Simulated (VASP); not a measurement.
# KI (P1) in VASP: notebook

The runs below take KI through single point, with PBEsol.

Program: VASP 6.6.1. These are calculated values, not measurements. Logs are shortened: lines on timing, memory, paths and dates and some standing lists are left out, and cuts for length are marked.

### 1 The cell of the first run

The typed cell holds 16 atoms: a = 8.639 Å, b = 8.639 Å, c = 8.639 Å, α = 90.00°, β = 90.00°, γ = 90.00°.

### 2 Single point, PBEsol (dynamics (nvt nose hoover) at 800 K, volume x 1.02, from the last frame before)

Input file INCAR:

```
SYSTEM = KI
PREC = Accurate
ENCUT = 520
EDIFF = 1E-6
ISMEAR = -1
SIGMA = 0.0689
LREAL = Auto
LASPH = .True.
NELM = 100
ALGO = Normal
ISIF = 2
LWAVE = .False.
LCHARG = .False.
GGA = PS
NBANDS = 78
```

Input file KPOINTS:

```
Automatic mesh
0
Gamma
  1 1 1
  0 0 0
```

Input file POSCAR:

```
KI
1.0
    0.0000000000      0.0000000000     -8.6392320183
    0.0000000000     -8.6392320183      0.0000000000
   -8.6392320183      0.0000000000      0.0000000000
K I
8 8
Direct
    0.4907411898      0.5064520771      0.5193583169
    0.0435650992      0.4806658730      0.5186771221
    0.4783040890     -0.0029370666      0.5207819388
    0.0075980133     -0.0047869996      0.5253212311
    0.5230733462      0.5222804516     -0.0457395981
    0.0090829833      0.5035324889      0.0306559657
    0.5308830681     -0.0026359982     -0.0245955890
   -0.0229900065      0.0106102024     -0.0277937899
    0.2403031885      0.2567097394      0.2594114842
    0.7449964287      0.2566265144      0.2340399003
    0.2445522930      0.7481123306      0.2587356139
    0.7553408667      0.7395956014      0.2422741970
    0.2493208882      0.2395733782      0.7468185814
    0.7578401629      0.2604730369      0.7525940947
    0.2377060826      0.7426647399      0.7643214103
    0.7513751206      0.7521838731      0.7366702256
```

Potentials or basis: VASP PAW PBE potentials, release 64 (K_sv, I).

Command:

```console
> cat potpaw_PBE.64/K_sv/POTCAR potpaw_PBE.64/I/POTCAR > POTCAR
> mpirun -np 1 vasp_gam > vasp.out
```

OUTCAR:

```text
SYSTEM = KI
   PREC = Accurate
   ENCUT = 520
   EDIFF = 1E-6
   ISMEAR = -1
   LREAL = Auto
   LASPH = .True.
   NELM = 100
   ISIF = 2
   GGA = PS

 ion  position               nearest neighbor table
   1  0.491  0.506  0.519-  16 3.62  15 3.66  13 3.68   5 3.77
   2  0.044  0.481  0.519-  13 3.37   9 3.41  15 3.53  11 3.66
   3  0.478  0.997  0.521-  13 3.48  16 3.68  15 3.68
   4  0.008  0.995  0.525-  13 3.53  16 3.56  15 3.60
   5  0.523  0.522  0.954-  16 3.37  14 3.50  15 3.52   1 3.77
   6  0.009  0.504  0.031-  12 3.51   9 3.53  11 3.53  10 3.58  15 3.67
   7  0.531  0.997  0.975-  16 3.52  14 3.57  10 3.66
   8  0.977  0.011  0.972-  14 3.44  16 3.60  13 3.64
   9  0.240  0.257  0.259-   2 3.41   6 3.53
  10  0.745  0.257  0.234-   6 3.58   7 3.66
  11  0.245  0.748  0.259-   6 3.53   2 3.66
  12  0.755  0.740  0.242-   6 3.51
  13  0.249  0.240  0.747-   2 3.37   3 3.48   4 3.53   8 3.64   1 3.68
  14  0.758  0.260  0.753-   8 3.44   5 3.50   7 3.57
  15  0.238  0.743  0.764-   5 3.52   2 3.53   4 3.60   1 3.66   6 3.67   3 3.68
  16  0.751  0.752  0.737-   5 3.37   7 3.52   4 3.56   8 3.60   1 3.62   3 3.68

  LATTYP: Found a simple cubic cell.
 ALAT       =     8.6392320183

  Lattice vectors:

 A1 = (   0.0000000000,   0.0000000000,  -8.6392320183)
 A2 = (   0.0000000000,  -8.6392320183,   0.0000000000)
 A3 = (  -8.6392320183,   0.0000000000,   0.0000000000)

Analysis of symmetry for initial positions (statically):
=====================================================================
 Subroutine PRICEL returns:
 Original cell was already a primitive cell.

 Routine SETGRP: Setting up the symmetry group for a
 simple cubic supercell.

 Subroutine GETGRP returns: Found  1 space group operations
 (whereof  1 operations were pure point group operations)
 out of a pool of 48 trial point group operations.

The static configuration has the point symmetry C_1 .

Analysis of symmetry for dynamics (positions and initial velocities):
=====================================================================
 Subroutine PRICEL returns:
 Original cell was already a primitive cell.

 Routine SETGRP: Setting up the symmetry group for a
 simple cubic supercell.

 Subroutine GETGRP returns: Found  1 space group operations
 (whereof  1 operations were pure point group operations)
 out of a pool of 48 trial point group operations.

The dynamic configuration has the point symmetry C_1 .

 Subroutine INISYM returns: Found  1 space group operations
 (whereof  1 operations are pure point group operations),
 and found     1 'primitive' translations

----------------------------------------------------------------------------------------

                                     Primitive cell

  volume of cell :     644.8006

  direct lattice vectors                    reciprocal lattice vectors
     0.000000000  0.000000000 -8.639232018     0.000000000  0.000000000 -0.115751029
     0.000000000 -8.639232018  0.000000000     0.000000000 -0.115751029  0.000000000
    -8.639232018  0.000000000  0.000000000    -0.115751029  0.000000000  0.000000000

  length of vectors
     8.639232018  8.639232018  8.639232018     0.115751029  0.115751029  0.115751029

  position of ions in fractional coordinates (direct lattice)
     0.490741190  0.506452077  0.519358317
     0.043565099  0.480665873  0.518677122
     0.478304089  0.997062933  0.520781939
     0.007598013  0.995213000  0.525321231
     0.523073346  0.522280452  0.954260402
     0.009082983  0.503532489  0.030655966
[... 8 lines left out ...]
     0.237706083  0.742664740  0.764321410
     0.751375121  0.752183873  0.736670226

  ion indices of the primitive-cell ions
   primitive index   ion index
                 1           1
                 2           2
                 3           3
                 4           4
                 5           5
                 6           6
[... 8 lines left out ...]
                15          15
                16          16

----------------------------------------------------------------------------------------

 KPOINTS: Automatic mesh

Automatic generation of k-mesh.
 Grid dimensions read from file:
 generate k-points for:    1    1    1

 Generating k-lattice:

  Cartesian coordinates                     Fractional coordinates (reciprocal lattice)
     0.000000000  0.000000000 -0.115751029     1.000000000  0.000000000  0.000000000
     0.000000000 -0.115751029  0.000000000     0.000000000  1.000000000  0.000000000
    -0.115751029  0.000000000  0.000000000     0.000000000  0.000000000  1.000000000

  Length of vectors
     0.115751029  0.115751029  0.115751029

  Shift w.r.t. Gamma in fractional coordinates (k-lattice)
     0.000000000  0.000000000  0.000000000

 Subroutine IBZKPT returns following result:
 ===========================================

 Found      1 irreducible k-points:

 Following reciprocal coordinates:
            Coordinates               Weight
  0.000000  0.000000  0.000000      1.000000
   k-points           NKPTS =      1   k-points in BZ     NKDIM =      1   number of bands    NBANDS=     78
   number of dos      NEDOS =    301   number of ions     NIONS =     16
   total plane-waves  NPLWV = 262144
   dimension x,y,z NGX =    64 NGY =   64 NGZ =   64
   dimension x,y,z NGXF=   128 NGYF=  128 NGZF=  128
   ions per type =               8   8
   NGX,Y,Z   is equivalent  to a cutoff of  12.32, 12.32, 12.32 a.u.
   NGXF,Y,Z  is equivalent  to a cutoff of  24.63, 24.63, 24.63 a.u.
 SYSTEM =  KI
   PREC   = accura    normal or accurate (medium, high low for compatibility)
   ISTART =      0    job   : 0-new  1-cont  2-samecut
   ICHARG =      2    charge: 1-file 2-atom 10-const
   ISPIN  =      1    spin polarized calculation?
   LNONCOLLINEAR =      F non collinear calculations
   LSORBIT =      F    spin-orbit coupling
   LASPH  =      T    aspherical Exc in radial PAW
   ENCUT  =  520.0 eV  38.22 Ry    6.18 a.u.  16.06 16.06 16.06*2*pi/ulx,y,z
   NELM   =    100;   NELMIN=  2; NELMDL= -5     # of ELM steps
   EDIFF  = 0.1E-05   stopping-criterion for ELM
   LREAL  =      T    real-space projection
   EDIFFG = 0.1E-04   stopping-criterion for IOM
   NSW    =      0    number of steps for IOM
   IBRION =     -1    ionic relax: 0-MD 1-quasi-New 2-CG
   NFREE  =      0    steps in history (QN), initial steepest desc. (CG)
   ISIF   =      2    stress and relaxation
   ISYM   =      2    0-nonsym 1-usesym 2-fastsym
   POTIM  = 0.5000    time-step for ionic-motion
   TEBEG  =    0.0;   TEEND  =   0.0 temperature during run
   PSTRESS=    0.0 pullay stress
   NELECT =     128.0000    total number of electrons
   NUPDOWN=      -1.0000    fix difference up-down
   EMIN   =  10.00;   EMAX   =-10.00  energy-range for DOS
   EFERMI =   0.00;   METHOD = LEGACY
   ISMEAR =    -1;   SIGMA  =   0.07  broadening in eV -4-tet -1-fermi 0-gaus
   EFERMI_NEDOS =   21; number of points for ismear=-14 and -15
   IALGO  =     38    algorithm
   IMIX   =      4    mixing-type and parameters
     AMIX     =   0.40;   BMIX     =  1.00
     AMIX_MAG =   1.60;   BMIX_MAG =  1.00
  volume/ion in A,a.u.               =      40.30       271.96
  Fermi-wavevector in a.u.,A,eV,Ry     =   0.954999  1.804687 12.408833  0.912024
  Thomas-Fermi vector in A             =   2.083797
   LORBIT       =      0    0 simple, 1 ext, 2 COOP (PROOUT), +10 PAW based schemes
   GGA     = PS    functional components
   LHFCALC =     F    Hartree Fock is set to
   AEXX    =    0.0000 exact exchange contribution
   IVDW    =     0    specifies the selected vdW correction
   LEPSILON=     F    determine dielectric tensor
   LRPA    =     F    only Hartree local field effects (RPA)
 non-spin polarized calculation
  energy-cutoff  :      520.00
  volume of cell :      644.80
 maximum number of plane-waves:      8683
   NGX = 33   NGY = 33   NGZ = 33

 number of electron     128.0000000 magnetization

 Free energy of the ion-electron system (eV)
  ---------------------------------------------------
  ext. energy  EPLUGINS =         0.00000000
  ---------------------------------------------------
  free energy    TOTEN  =       -42.00851281 eV

  energy without entropy =      -42.00851279  energy(sigma->0) =      -42.00851280

 E-fermi :   2.5110     XC(G=0):  -7.7046

 val. band max:        1.1264401292   @ k =   0.0000   0.0000   0.0000
 cond. band min:       3.8718430553   @ k =   0.0000   0.0000   0.0000
 fundamental gap:      2.7454029261
 Fermi energy:         2.5109942032

 k-point     1 :       0.0000    0.0000    0.0000
  band No.  band energies     occupation
      1     -28.7850      2.00000
      2     -28.7747      2.00000
      3     -28.7667      2.00000
      4     -28.6841      2.00000
      5     -28.6750      2.00000
      6     -28.6712      2.00000
[... 68 lines left out ...]
     75       6.1780      0.00000
     76       6.2157      0.00000
 [bands above 76 left out]

------------------------ aborting loop because EDIFF is reached ----------------------------------------

  FORCE on cell =-STRESS in cart. coord.  units (eV):
  Direction    XX          YY          ZZ          XY          YZ          ZX
  --------------------------------------------------------------------------------------
  -------------------------------------------------------------------------------------
  Total        5.6129411      5.4973902      5.5879047     -0.0926092     -0.2509949     -0.1194596
  in kB       13.9468348     13.6597179     13.8846251     -0.2301119     -0.6236631     -0.2968289
  external PRESSURE =      13.8303926 kB  Pullay stress =       0.0000000 kB

 VOLUME and BASIS-vectors are now :
 -----------------------------------------------------------------------------
  energy-cutoff  :      520.00
  volume of cell :      644.80
      direct lattice vectors                 reciprocal lattice vectors
     0.000000000  0.000000000 -8.639232018     0.000000000  0.000000000 -0.115751029
     0.000000000 -8.639232018  0.000000000     0.000000000 -0.115751029  0.000000000
    -8.639232018  0.000000000  0.000000000    -0.115751029  0.000000000  0.000000000

 POSITION                                       TOTAL-FORCE (eV/Angst)
 -----------------------------------------------------------------------------------
     -4.48686     -4.37536     -4.23963         0.414889      0.043375     -0.138232
     -4.48097     -4.15258     -0.37637         0.192686     -0.131078      0.296580
     -4.49916     -8.61386     -4.13218         0.329732     -0.008074     -0.096241
     -4.53837     -8.59788     -0.06564         0.400094      0.021154      0.078759
     -8.24408     -4.51210     -4.51895        -0.491943      0.153782      0.044347
     -0.26484     -4.35013     -0.07847        -0.088924      0.022146      0.023984
[... 8 lines left out ...]
     -6.60315     -6.41605     -2.05360        -0.089435      0.013330     -0.086126
     -6.36426     -6.49829     -6.49130         0.166166     -0.206910      0.102567
 -----------------------------------------------------------------------------------
    total drift:                               -0.001310      0.011792      0.001003

  FREE ENERGIE OF THE ION-ELECTRON SYSTEM (eV)
  ---------------------------------------------------
  free  energy   TOTEN  =       -42.0085128050 eV

  energy  without entropy=      -42.0085127897  energy(sigma->0) =      -42.00851280
```

It took 43 s on 1 thread of AMD EPYC 9R45 (Zen 5), shared host; peak memory 0.52 GiB.

Results:

```
Free energy            : -42.0085 eV
Pressure               : 1.4 GPa
Largest force          : 0.517 eV/Å
Band gap on the k mesh : 2.75 eV
```

Forces on the atoms (eV/Å):
```
K    0.415  0.043 -0.138
K    0.193 -0.131  0.297
K    0.330 -0.008 -0.096
K    0.400  0.021  0.079
K   -0.492  0.154  0.044
K   -0.089  0.022  0.024
K   -0.339 -0.083  0.141
K   -0.400  0.042 -0.158
I   -0.091  0.067 -0.027
I    0.063  0.175  0.136
I   -0.207 -0.127 -0.161
I    0.126 -0.100  0.065
I   -0.109  0.145 -0.230
I    0.125 -0.025  0.007
I   -0.089  0.013 -0.086
I    0.166 -0.207  0.103
```

Stress tensor (GPa, compression positive):
```
 1.39 -0.02 -0.03
-0.02  1.37 -0.06
-0.03 -0.06  1.39
```

Caveat: the k points lie up to 0.73 Å⁻¹ apart; the PAW data sets were made with another functional, which shifts forces and pressure a little; spin-orbit coupling is left out, which moves the levels of the heavy elements.

### 3 Single point, PBEsol (dynamics (nvt nose hoover) at 800 K, volume x 1.02, from the last frame before)

Input file INCAR:

```
PREC = Accurate
ENCUT = 520
EDIFF = 1E-6
ISMEAR = -1
SIGMA = 0.0689
LREAL = Auto
LASPH = True
NELM = 80
ALGO = Normal
ISIF = 2
LWAVE = False
LCHARG = True
GGA = PS
LELF = True
LVHAR = True
NBANDS = 78
```

Input file KPOINTS:

```
Automatic mesh
0
Gamma
  1 1 1
```

Input file POSCAR:

```
KI
1.0
    0.0000000000      0.0000000000     -8.6392320183
    0.0000000000     -8.6392320183      0.0000000000
   -8.6392320183      0.0000000000      0.0000000000
K I
8 8
Direct
    0.4882913193      0.5105951537      0.5178962656
    0.0718194625      0.4689651802      0.5290118370
    0.4613303580     -0.0058281801      0.5250180792
    0.0114394427     -0.0108546685      0.5309694184
    0.5438726486      0.5366007060     -0.0667041930
    0.0173069782      0.5059380268      0.0652920304
    0.5546406197     -0.0009383936     -0.0326735061
   -0.0378033602      0.0191434840     -0.0360222991
    0.2309785170      0.2622009682      0.2703805147
    0.7376245928      0.2605157490      0.2166867374
    0.2417353760      0.7483474210      0.2712685566
    0.7596290951      0.7306542974      0.2323091909
    0.2523932678      0.2264407294      0.7455494871
    0.7658290674      0.2717709161      0.7530421670
    0.2264902709      0.7348351088      0.7805013207
    0.7511532259      0.7579573029      0.7201604248
```

Potentials or basis: VASP PAW PBE potentials, release 64 (K_sv, I).

Command:

```console
> cat potpaw_PBE.64/K_sv/POTCAR potpaw_PBE.64/I/POTCAR > POTCAR
> mpirun -np 1 vasp_gam > vasp.out
```

It took 50 s on 1 thread of AMD EPYC 9R45 (Zen 5), shared host; peak memory 0.5 GiB.

The run converged. Its results:

```yaml
Free_energy: -41.6421 eV
Pressure: 1.9 GPa
Largest_force: 0.777 eV/Å
Band_gap_on_the_k_mesh: 2.80 eV
```

Forces on the atoms (eV/Å):
```
K    0.482  0.079 -0.203
K    0.019 -0.401  0.629
K    0.416  0.056 -0.191
K    0.472  0.013  0.090
K   -0.704  0.286  0.163
K    0.192  0.059  0.021
K   -0.362 -0.117  0.313
K   -0.466  0.112 -0.341
I   -0.041  0.310 -0.178
I    0.062  0.295  0.261
I   -0.428 -0.253 -0.306
I    0.176 -0.243  0.173
I   -0.308  0.262 -0.388
I    0.304 -0.098 -0.047
I   -0.167  0.050 -0.133
I    0.351 -0.408  0.138
```

Stress tensor (GPa, compression positive):
```
 2.09  0.06 -0.09
 0.06  1.91 -0.19
-0.09 -0.19  1.80
```

Levels at points of the mesh, in eV from the valence-band top:
| k point | band 60 | band 61 | band 62 | band 63 | band 64 | band 65 | band 66 | band 67 | band 68 | band 69 |
| --- | --- | --- | --- | --- | --- | --- | --- | --- | --- | --- |
| (0.00, 0.00, 0.00) | -0.33 | -0.29 | -0.24 | -0.12 | 0.00 | 2.80 | 3.48 | 3.60 | 3.61 | 4.26 |

Caveat: the k points lie up to 0.73 Å⁻¹ apart; the PAW data sets were made with another functional, which shifts forces and pressure a little; spin-orbit coupling is left out, which moves the levels of the heavy elements.

### 4 Single point, PBEsol (dynamics (nvt nose hoover) at 800 K, volume x 1.02, from the last frame before)

Input file INCAR:

```
SYSTEM = KI
PREC = Accurate ; ENCUT = 520
EDIFF = 1E-7 ; ISMEAR = -1
SIGMA = 0.0689 ; LREAL = Auto
LASPH = .TRUE. ; NELM = 60
ALGO = Normal ; ISIF = 2
LWAVE = .FALSE. ; LCHARG = .FALSE.
GGA = PS ; NBANDS = 78
```

Input file KPOINTS:

```
Automatic mesh
0
G
  1 1 1
  0 0 0
```

Input file POSCAR:

```
KI
1.0
    0.0000000000      0.0000000000     -8.6392320183
    0.0000000000     -8.6392320183      0.0000000000
   -8.6392320183      0.0000000000      0.0000000000
K I
8 8
Direct
    0.4963467807      0.5106846292      0.4915816581
    0.0707311713      0.4757584923      0.5396631310
    0.4534098623     -0.0111129091      0.5085515692
    0.0110237808     -0.0176186957      0.5132619416
    0.5582474217      0.5377884273     -0.0542560958
    0.0252962300      0.5054661098      0.0920405886
    0.5635011295      0.0063654964     -0.0237529215
   -0.0360577189      0.0226190244     -0.0213282847
    0.2237488235      0.2632232813      0.2828986413
    0.7255793092      0.2600330672      0.1974508841
    0.2435663258      0.7525530031      0.2912447535
    0.7614372419      0.7252374964      0.2188943411
    0.2617126146      0.2083350692      0.7488025540
    0.7752520115      0.2853171433      0.7487739635
    0.2166580312      0.7255684286      0.8005529873
    0.7481430046      0.7705050618      0.6972831598
```

Command:

```console
> cat potpaw_PBE.64/K_sv/POTCAR potpaw_PBE.64/I/POTCAR > POTCAR
> mpirun -np 1 vasp_gam > vasp.out
```

It took 56 s on 1 thread of AMD EPYC 9R45 (Zen 5), shared host; peak memory 0.51 GiB.

It converged, with:

```
Free energy            : -42.1255 eV
Pressure               : 2.0 GPa
Largest force          : 0.621 eV/Å
Band gap on the k mesh : 3.15 eV
```

Forces in eV/Å, atoms in the order of the input:
```
K    0.185  0.141 -0.232
K   -0.301 -0.246  0.485
K    0.153 -0.054 -0.313
K    0.148 -0.136  0.067
K   -0.203  0.171  0.192
K    0.555  0.055 -0.027
K    0.081  0.068  0.453
K   -0.110  0.104 -0.381
I   -0.025  0.419 -0.212
I   -0.247  0.170  0.248
I   -0.254 -0.164 -0.265
I    0.042 -0.418  0.192
I   -0.216  0.207 -0.292
I    0.277 -0.096 -0.190
I   -0.268  0.107 -0.096
I    0.182 -0.328  0.372
```

Stress tensor (GPa, compression positive):
```
 2.39  0.34 -0.01
 0.34  2.11 -0.20
-0.01 -0.20  1.57
```

Levels at points of the mesh, in eV from the valence-band top:
| k point | band 62 | band 63 | band 64 | band 65 | band 66 | band 67 |
| --- | --- | --- | --- | --- | --- | --- |
| (0.00, 0.00, 0.00) | -0.17 | -0.09 | 0.00 | 3.15 | 3.92 | 4.07 |

Caveat: the k points lie up to 0.73 Å⁻¹ apart; the PAW data sets were made with another functional, which shifts forces and pressure a little; spin-orbit coupling is left out, which moves the levels of the heavy elements. A k mesh can miss the band edges.
